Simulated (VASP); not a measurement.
Wanted: the native input for a VASP 6.6.1 run.

```yaml
Task: electric field gradients
Functional: LDA
Potentials_or_basis: VASP PAW LDA potentials, release 64 (Sn_d)
Cutoff: 520 eV
k_mesh: 15 × 15 × 15
Occupations: fermi-dirac, width 0.05 eV
Spin: no spin polarisation
Dipole_correction: no
Further_INCAR_settings: ALGO = Normal; EDIFF = 1e-08; NBANDS = 21
```

The structure of Sn lies in POSCAR:

```
Sn
1.0
   -2.9158500000      2.9158500000      1.5429305000
    2.9158500000     -2.9158500000      1.5429305000
    2.9158500000      2.9158500000     -1.5429305000
Sn
2
Direct
    0.0000000000      0.0000000000      0.0000000000
    0.7500000000      0.2500000000      0.5000000000
```

This cell differs from its parent crystal: zz strain of -3 %.

One way to write it, as run:

INCAR

```
SYSTEM = Sn
PREC = Accurate
ENCUT = 520
EDIFF = 1E-8
ISMEAR = -1
SIGMA = 0.05
LREAL = .False.
LASPH = .True.
NELM = 100
ALGO = Normal
ISIF = 2
LWAVE = .False.
LCHARG = .False.
LEFG = .True.
NBANDS = 21
```

KPOINTS

```
regular mesh
0
Gamma
  15 15 15
  0 0 0
```

Potentials or basis: VASP PAW LDA potentials, release 64 (Sn_d).

Launch:

```console
$ cat potpaw_LDA.64/Sn_d/POTCAR > POTCAR
$ mpirun -np 1 vasp_std > vasp.out
```

Results of the run:

* Pressure: -0.1 GPa
* Band gap on the k mesh: zero (band 14 reaches 9.54 eV, above the bottom of band 15 at 5.30 eV)

Caveat: the cell differs from its parent crystal (zz strain of -3 %); without QUAD_EFG the Cq values of the log hold for a quadrupole moment of 1 mb, not for the nuclei; spin-orbit coupling is left out, which moves the levels of the heavy elements.

It took 5.5 min on 1 thread of Oxide Virtual Turin-like Processor, on a shared host, peak memory 0.33 GiB.
